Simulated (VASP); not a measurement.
Set up this calculation in VASP 6.6.1, as the native input.

```
Task                   : single point
Functional             : PBEsol
Potentials or basis    : VASP PAW PBE potentials, release 64 (Sb)
Cutoff                 : 520 eV
k mesh                 : 8 × 8 × 8
Occupations            : fermi-dirac, width 0.05 eV
Spin                   : no spin polarisation
Dipole correction      : no
Further INCAR settings : ALGO = Normal; EDIFF = 1e-07; NBANDS = 8
```

The structure of Sb lies in POSCAR:

```
Sb
1.0
   -1.5765401831      1.5765401831      2.7119384313
    1.5765401831     -1.5765401831      2.7119384313
    1.5765401831      1.5765401831     -2.7119384313
Sb
1
Direct
    0.0000000000      0.0000000000      0.0000000000
```

The input as run:

INCAR

```
SYSTEM = Sb
PREC = Accurate
ENCUT = 520
EDIFF = 1E-7
ISMEAR = -1
SIGMA = 0.05
LREAL = .FALSE.
LASPH = .TRUE.
NELM = 100
ALGO = Normal
ISIF = 2
LWAVE = .FALSE.
LCHARG = .TRUE.
GGA = PS
LELF = .TRUE.
LVHAR = .TRUE.
NBANDS = 8
```

KPOINTS

```
Automatic mesh
0
G
  8 8 8
  0 0 0
```

Potentials or basis: VASP PAW PBE potentials, release 64 (Sb).

Launch:

```console
$ cat potpaw_PBE.64/Sb/POTCAR > POTCAR
$ mpirun -np 1 vasp_std > vasp.out
```

It gave:

```
Pressure : -1.3 GPa
```

Caveat: the PAW data sets were made with another functional, which shifts forces and pressure a little.

Wall time 7.2 s on 1 thread of Intel(R) Xeon(R) 6975P-C (Granite Rapids), with other jobs on the host, peak memory 0.16 GiB.
